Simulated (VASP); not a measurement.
# Ti in VASP: a series of runs

Ti is run at these levels: PBEsol, RPBE+D3(BJ); tasks: single point.

Everything below comes from runs of VASP 6.6.1. Logs are shortened: lines on timing, memory, paths and dates and some standing lists are left out, and cuts for length are marked.

### 1 The cell of the first run

The structure is orthorhombic, space group Fmmm (No. 69). The conventional cell has a = 3.282 Å, b = 4.618 Å, c = 4.665 Å, α = 90.00°, β = 90.00°, γ = 90.00°. Within 3.7 Å of Ti (site symmetry mmm) lie 14 Ti at 2.83 to 3.28 Å.

### 2 Single point, PBEsol

Contents of INCAR:

```
SYSTEM = Ti
PREC = Accurate
ENCUT = 500
EDIFF = 1E-6
ISMEAR = -1
SIGMA = 0.05
LREAL = .False.
LASPH = .True.
NELM = 120
ALGO = Normal
ISIF = 2
LWAVE = .False.
LCHARG = .False.
GGA = PS
NBANDS = 12
GGA_COMPAT = .False.
```

Contents of KPOINTS:

```
regular mesh
0
Gamma
  10 10 10
  0 0 0
```

Contents of POSCAR:

```
Ti
1.0
   -1.6492050000      1.6492050000      1.6410000000
    1.6492050000     -1.6492050000      1.6410000000
    1.6327950000      1.6327950000     -1.6410000000
Ti
1
Direct
    0.0000000000      0.0000000000      0.0000000000
```

Potentials or basis: VASP PAW PBE potentials, release 64 (Ti_sv).

On the command line:

```sh
$ cat potpaw_PBE.64/Ti_sv/POTCAR > POTCAR
$ mpirun -np 1 vasp_std > vasp.out
```

OUTCAR:

```text
SYSTEM = Ti
   PREC = Accurate
   ENCUT = 500
   EDIFF = 1E-6
   ISMEAR = -1
   LREAL = .False.
   LASPH = .True.
   NELM = 120
   ISIF = 2
   GGA = PS

 ion  position               nearest neighbor table
   1  0.000  0.000  0.000-

  LATTYP: Found a face centered orthorhombic cell.
 ALAT       =     3.2820000000
 B/A-ratio  =     1.4071424946
 C/A-ratio  =     1.4212846302

  Lattice vectors:

 A1 = (  -0.0164100000,   3.2820000000,   0.0000000000)
 A2 = (  -1.6492050000,   1.6492050000,   1.6410000000)
 A3 = (   1.6327950000,   1.6327950000,   1.6410000000)

Analysis of symmetry for initial positions (statically):
=====================================================================
 Subroutine PRICEL returns:
 Original cell was already a primitive cell.

 Routine SETGRP: Setting up the symmetry group for a
 face centered orthorhombic supercell.

 Subroutine GETGRP returns: Found  8 space group operations
 (whereof  8 operations were pure point group operations)
 out of a pool of  8 trial point group operations.

The static configuration has the point symmetry D_2h.

Analysis of symmetry for dynamics (positions and initial velocities):
=====================================================================
 Subroutine PRICEL returns:
 Original cell was already a primitive cell.

 Routine SETGRP: Setting up the symmetry group for a
 face centered orthorhombic supercell.

 Subroutine GETGRP returns: Found  8 space group operations
 (whereof  8 operations were pure point group operations)
 out of a pool of  8 trial point group operations.

The dynamic configuration has the point symmetry D_2h.

 Subroutine INISYM returns: Found  8 space group operations
 (whereof  8 operations are pure point group operations),
 and found     1 'primitive' translations

----------------------------------------------------------------------------------------

                                     Primitive cell

  volume of cell :      17.6756

  direct lattice vectors                    reciprocal lattice vectors
    -1.649205000  1.649205000  1.641000000     0.001523499  0.304699878  0.304692261
     1.649205000 -1.649205000  1.641000000     0.304699878  0.001523499  0.304692261
     1.632795000  1.632795000 -1.641000000     0.306223378  0.306223378  0.000000000

  length of vectors
     2.851777562  2.851777562  2.832828979     0.430908007  0.430908007  0.433065254

  position of ions in fractional coordinates (direct lattice)
     0.000000000  0.000000000  0.000000000

  ion indices of the primitive-cell ions
   primitive index   ion index
                 1           1

----------------------------------------------------------------------------------------

 KPOINTS: regular mesh

Automatic generation of k-mesh.
 Grid dimensions read from file:
 generate k-points for:   10   10   10

 Generating k-lattice:

  Cartesian coordinates                     Fractional coordinates (reciprocal lattice)
     0.000152350  0.030469988  0.030469226     0.100000000  0.000000000 -0.000000000
     0.030469988  0.000152350  0.030469226     0.000000000  0.100000000 -0.000000000
     0.030622338  0.030622338  0.000000000     0.000000000  0.000000000  0.100000000

  Length of vectors
     0.043090801  0.043090801  0.043306525

  Shift w.r.t. Gamma in fractional coordinates (k-lattice)
     0.000000000  0.000000000  0.000000000

 Subroutine IBZKPT returns following result:
 ===========================================

 Found    171 irreducible k-points:

 Following reciprocal coordinates:
            Coordinates               Weight
  0.000000  0.000000  0.000000      1.000000
  0.100000  0.000000 -0.000000      8.000000
  0.200000  0.000000 -0.000000      8.000000
  0.300000  0.000000 -0.000000      8.000000
  0.400000 -0.000000 -0.000000      8.000000
  0.500000 -0.000000 -0.000000      4.000000
[... 16 lines left out ...]
  0.300000  0.300000 -0.000000      4.000000
  0.400000  0.300000 -0.000000      8.000000
 [... further k-points ...]
   k-points           NKPTS =    171   k-points in BZ     NKDIM =    171   number of bands    NBANDS=     12
   number of dos      NEDOS =    301   number of ions     NIONS =      1
   total plane-waves  NPLWV =  13824
   dimension x,y,z NGX =    24 NGY =   24 NGZ =   24
   dimension x,y,z NGXF=    48 NGYF=   48 NGZF=   48
   ions per type =               1
   NGX,Y,Z   is equivalent  to a cutoff of  13.99, 13.99, 14.08 a.u.
   NGXF,Y,Z  is equivalent  to a cutoff of  27.98, 27.98, 28.17 a.u.
 SYSTEM =  Ti
   PREC   = accura    normal or accurate (medium, high low for compatibility)
   ISTART =      0    job   : 0-new  1-cont  2-samecut
   ICHARG =      2    charge: 1-file 2-atom 10-const
   ISPIN  =      1    spin polarized calculation?
   LNONCOLLINEAR =      F non collinear calculations
   LSORBIT =      F    spin-orbit coupling
   LASPH  =      T    aspherical Exc in radial PAW
   ENCUT  =  500.0 eV  36.75 Ry    6.06 a.u.   5.20  5.20  5.16*2*pi/ulx,y,z
   NELM   =    120;   NELMIN=  2; NELMDL= -5     # of ELM steps
   EDIFF  = 0.1E-05   stopping-criterion for ELM
   LREAL  =      F    real-space projection
   EDIFFG = 0.1E-04   stopping-criterion for IOM
   NSW    =      0    number of steps for IOM
   IBRION =     -1    ionic relax: 0-MD 1-quasi-New 2-CG
   NFREE  =      0    steps in history (QN), initial steepest desc. (CG)
   ISIF   =      2    stress and relaxation
   ISYM   =      2    0-nonsym 1-usesym 2-fastsym
   POTIM  = 0.5000    time-step for ionic-motion
   TEBEG  =    0.0;   TEEND  =   0.0 temperature during run
   PSTRESS=    0.0 pullay stress
   NELECT =      12.0000    total number of electrons
   NUPDOWN=      -1.0000    fix difference up-down
   EMIN   =  10.00;   EMAX   =-10.00  energy-range for DOS
   EFERMI =   0.00;   METHOD = LEGACY
   ISMEAR =    -1;   SIGMA  =   0.05  broadening in eV -4-tet -1-fermi 0-gaus
   EFERMI_NEDOS =   21; number of points for ismear=-14 and -15
   IALGO  =     38    algorithm
   IMIX   =      4    mixing-type and parameters
     AMIX     =   0.40;   BMIX     =  1.00
     AMIX_MAG =   1.60;   BMIX_MAG =  1.00
  volume/ion in A,a.u.               =      17.68       119.28
  Fermi-wavevector in a.u.,A,eV,Ry     =   1.438833  2.718999 28.167317  2.070239
  Thomas-Fermi vector in A             =   2.557756
   LORBIT       =      0    0 simple, 1 ext, 2 COOP (PROOUT), +10 PAW based schemes
   GGA     = PS    functional components
   LHFCALC =     F    Hartree Fock is set to
   AEXX    =    0.0000 exact exchange contribution
   IVDW    =     0    specifies the selected vdW correction
   LEPSILON=     F    determine dielectric tensor
   LRPA    =     F    only Hartree local field effects (RPA)
 non-spin polarized calculation
  energy-cutoff  :      500.00
  volume of cell :       17.68
 maximum number of plane-waves:       466
 NGX is ok and might be reduce to    24
   NGX = 11   NGY = 11   NGZ = 11

 number of electron      12.0000001 magnetization

 Free energy of the ion-electron system (eV)
  ---------------------------------------------------
  ext. energy  EPLUGINS =         0.00000000
  ---------------------------------------------------
  free energy    TOTEN  =        -8.21907981 eV

  energy without entropy =       -8.20108178  energy(sigma->0) =       -8.21008079

 E-fermi :   7.7725     XC(G=0): -11.5488

 val. band max:        7.7723200653   @ k =   0.5000   0.0000   0.2000
 cond. band min:       7.7740505595   @ k =   0.3000   0.2000  -0.0000
 fundamental gap:      0.0017304942
 Fermi energy:         7.7725406211

 k-point     1 :       0.0000    0.0000    0.0000
  band No.  band energies     occupation
      1     -48.5596      2.00000
      2     -24.5365      2.00000
      3     -24.5296      2.00000
      4     -24.5226      2.00000
      5       1.8628      2.00000
      6       8.6930      0.00000
      7       8.7404      0.00000
      8       8.7908      0.00000
      9      10.4761      0.00000
     10      10.4774      0.00000
     11      24.9739      0.00000
     12      25.0740      0.00000

 k-point     2 :       0.1000    0.0000   -0.0000
  band No.  band energies     occupation
      1     -48.5478      2.00000
      2     -24.5938      2.00000
      3     -24.5503      2.00000
      4     -24.5287      2.00000
      5       2.1966      2.00000
      6       8.5843      0.00000
      7       8.6959      0.00000
      8       8.9867      0.00000
      9      10.3190      0.00000
     10      10.4869      0.00000
     11      24.5038      0.00000
     12      24.9726      0.00000

 k-point     3 :       0.2000    0.0000   -0.0000
  band No.  band energies     occupation
      1     -48.5168      2.00000
      2     -24.7583      2.00000
      3     -24.6012      2.00000
      4     -24.5305      2.00000
      5       3.1189      2.00000
      6       8.2255      0.00023
      7       8.4218      0.00000
      8       9.6635      0.00000
      9      10.1611      0.00000
     10      10.5322      0.00000
     11      22.6690      0.00000
     12      24.1258      0.00000

 k-point     4 :       0.3000    0.0000   -0.0000
  band No.  band energies     occupation
      1     -48.4782      2.00000
      2     -24.9573      2.00000
      3     -24.6640      2.00000
      4     -24.5319      2.00000
      5       4.3312      2.00000
      6       7.8118      0.62627
      7       8.0936      0.00325
      8      10.2713      0.00000
      9      10.6130      0.00000
     10      10.6430      0.00000
     11      19.9920      0.00000
     12      22.6641      0.00000

 k-point     5 :       0.4000   -0.0000   -0.0000
  band No.  band energies     occupation
      1     -48.4467      2.00000
      2     -25.1148      2.00000
      3     -24.7143      2.00000
      4     -24.5329      2.00000
      5       5.1727      2.00000
      6       7.5013      1.99123
      7       8.3796      0.00001
      8      10.4313      0.00000
      9      10.7466      0.00000
     10      11.5572      0.00000
     11      17.4915      0.00000
     12      21.5014      0.00000
[... 228 lines left out ...]
      1     -48.4934      2.00000
      2     -24.8756      2.00000
      3     -24.6321      2.00000
      4     -24.5468      2.00000
      5       3.9173      2.00000
      6       7.9634      0.04303
      7       8.0572      0.00672
      8      10.0948      0.00000
      9      10.3696      0.00000
     10      10.7002      0.00000
     11      21.3252      0.00000
     12      22.8285      0.00000

 k-point    22 :      -0.2000    0.2000    0.0000
  band No.  band energies     occupation
      1     -48.5181      2.00000
      2     -24.7605      2.00000
      3     -24.5979      2.00000
      4     -24.5247      2.00000
      5       3.1064      2.00000
      6       8.1916      0.00046
      7       8.3901      0.00001
      8       9.6942      0.00000
      9      10.1994      0.00000
     10      10.5459      0.00000
     11      22.5454      0.00000
     12      24.1705      0.00000

 k-point    23 :       0.3000    0.3000   -0.0000
  band No.  band energies     occupation
      1     -48.4222      2.00000
      2     -25.0346      2.00000
      3     -24.8985      2.00000
      4     -24.6004      2.00000
      5       6.6579      2.00000
      6       7.1183      2.00000
      7       7.5270      1.98539
      8      10.5532      0.00000
      9      10.8196      0.00000
     10      14.3744      0.00000
     11      16.6361      0.00000
     12      17.0110      0.00000

 k-point    24 :       0.4000    0.3000   -0.0000
  band No.  band energies     occupation
      1     -48.4232      2.00000
      2     -25.0248      2.00000
      3     -24.9031      2.00000
      4     -24.6010      2.00000
      5       6.6423      2.00000
      6       7.1538      1.99999
      7       7.4975      1.99187
      8      10.5419      0.00000
      9      10.8347      0.00000
     10      14.3224      0.00000
     11      16.6557      0.00000
     12      17.0398      0.00000

 [... further k-points ...]
[... 5 lines left out ...]
  --------------------------------------------------------------------------------------
  -------------------------------------------------------------------------------------
  Total       -0.7626302     -0.7626302     -0.7629169      0.0400024     -0.0000000      0.0000000
  in kB      -69.1273158    -69.1273158    -69.1533064      3.6259524     -0.0000000      0.0000000
  external PRESSURE =     -69.1359793 kB  Pullay stress =       0.0000000 kB

 VOLUME and BASIS-vectors are now :
 -----------------------------------------------------------------------------
  energy-cutoff  :      500.00
  volume of cell :       17.68
      direct lattice vectors                 reciprocal lattice vectors
    -1.649205000  1.649205000  1.641000000     0.001523499  0.304699878  0.304692261
     1.649205000 -1.649205000  1.641000000     0.304699878  0.001523499  0.304692261
     1.632795000  1.632795000 -1.641000000     0.306223378  0.306223378  0.000000000

 POSITION                                       TOTAL-FORCE (eV/Angst)
 -----------------------------------------------------------------------------------
      0.00000      0.00000      0.00000        -0.000000      0.000000     -0.000000
 -----------------------------------------------------------------------------------
    total drift:                                0.000000      0.000000      0.000000

  FREE ENERGIE OF THE ION-ELECTRON SYSTEM (eV)
  ---------------------------------------------------
  free  energy   TOTEN  =        -8.2190798061 eV

  energy  without entropy=       -8.2010817818  energy(sigma->0) =       -8.21008079
```

Run time: 24 s. Hardware: 1 thread of Intel Xeon Platinum 8259CL at 2.50GHz (Skylake/Cascade Lake), shared host; peak memory 0.16 GiB.

Results:

| Item | Value |
| --- | --- |
| Free energy | -8.2191 eV |
| Pressure | -6.9 GPa |
| Band gap on the k mesh | zero (band 6 reaches 8.69 eV, above the bottom of band 7 at 7.13 eV) |

Levels at points of the mesh, in eV from the Fermi level:
```csv
k point,band 2,band 3,band 4,band 5,band 6,band 7,band 8,band 9,band 10,band 11
"(0.00, 0.00, 0.00)",-32.31,-32.30,-32.30,-5.91,0.92,0.97,1.02,2.70,2.70,17.20
"(0.50, 0.00, 0.00)",-32.95,-32.51,-32.31,-2.41,-0.38,1.10,2.68,3.03,4.19,8.59
"(0.50, 0.50, 0.00)",-32.94,-32.50,-32.30,-2.42,-0.40,1.03,2.71,3.06,4.17,8.51
"(0.00, 0.00, 0.50)",-32.95,-32.51,-32.31,-2.41,-0.37,1.17,2.66,3.00,4.22,8.67
"(0.50, 0.50, 0.50)",-32.76,-32.75,-32.74,-2.04,-2.04,3.81,3.85,3.89,8.20,8.22
```

Caveat: the PAW data sets were made with another functional, which shifts forces and pressure a little.

### 3 Single point, PBEsol

Contents of INCAR:

```
SYSTEM = Ti
PREC = Accurate ; ENCUT = 500
EDIFF = 1E-6 ; ISMEAR = -1
SIGMA = 0.05 ; LREAL = .False.
LASPH = .True. ; NELM = 120
ALGO = Normal ; ISIF = 2
LWAVE = .False. ; LCHARG = .False.
GGA = PS ; NBANDS = 12
GGA_COMPAT = .False.
```

Contents of KPOINTS:

```
Automatic mesh
0
Gamma
  10 10 10
  0 0 0
```

Contents of POSCAR:

```
Ti
1.0
   -1.6245900000      1.6245900000      1.6410000000
    1.6245900000     -1.6245900000      1.6410000000
    1.6574100000      1.6574100000     -1.6410000000
Ti
1
Direct
    0.0000000000      0.0000000000      0.0000000000
```

Potentials or basis: VASP PAW PBE potentials, release 64 (Ti_sv).

On the command line:

```sh
$ cat potpaw_PBE.64/Ti_sv/POTCAR > POTCAR
$ mpirun -np 1 vasp_std > vasp.out
```

Run time: 19 s. Hardware: 1 thread of Intel Xeon Platinum 8259CL at 2.50GHz (Skylake/Cascade Lake), shared host; peak memory 0.16 GiB.

Results (log left out):

| Property | Result |
| --- | --- |
| Free energy | -8.2185 eV |
| Pressure | -6.9 GPa |
| Band gap on the k mesh | zero (band 6 reaches 8.68 eV, above the bottom of band 7 at 7.14 eV) |

Stress tensor (GPa, compression positive):
```
-6.90 -0.74  0.00
-0.74 -6.90  0.00
 0.00  0.00 -6.90
```

Levels at points of the mesh, in eV from the Fermi level:
```
           k point  band 2  band 3  band 4  band 5  band 6  band 7  band 8  band 9  band 10  band 11
(0.00, 0.00, 0.00)  -32.31  -32.30  -32.29   -5.91    0.87    0.96    1.07    2.71     2.71    17.10
(0.50, 0.00, 0.00)  -32.95  -32.50  -32.30   -2.41   -0.38    1.11    2.69    3.03     4.19     8.59
(0.50, 0.50, 0.00)  -32.96  -32.52  -32.31   -2.40   -0.35    1.25    2.63    2.96     4.25     8.75
(0.00, 0.00, 0.50)  -32.93  -32.49  -32.29   -2.43   -0.42    0.97    2.74    3.10     4.15     8.43
(0.50, 0.50, 0.50)  -32.77  -32.75  -32.72   -2.04   -2.04    3.77    3.85    3.94     8.19     8.22
```

Caveat: the PAW data sets were made with another functional, which shifts forces and pressure a little.

(Part 1 of 2 ends here.)
